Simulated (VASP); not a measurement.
Input of a VASP 6.6.1 run:

File INCAR:

```
SYSTEM = P
PREC = Accurate
ENCUT = 520
EDIFF = 1E-6
ISMEAR = 0
SIGMA = 0.1
LREAL = .FALSE.
LASPH = .TRUE.
NELM = 80
ALGO = Normal
ISIF = 2
LWAVE = .FALSE.
LCHARG = .FALSE.
GGA = PS
IVDW = 12
NBANDS = 8
```

KPOINTS

```
regular mesh
0
G
  18 18 18
  0 0 0
```

File POSCAR:

```
P
1.0
    2.2415730567      0.0000000000      0.0000000000
    0.0000000000      2.2415730567      0.0000000000
    0.0000000000      0.0000000000      2.2415730567
P
1
Direct
    0.0000000000      0.0000000000      0.0000000000
```

Potentials or basis: VASP PAW PBE potentials, release 64 (P).

Command:

```sh
$ cat potpaw_PBE.64/P/POTCAR > POTCAR
$ mpirun -np 1 vasp_std > vasp.out
```

(1) What does it give for the band gap on the k mesh?

(2) What does it give for the dispersion energy per atom?

Results:

(1) zero (an odd number of electrons rules out a gap without spin polarisation).

(2) -0.506 eV.
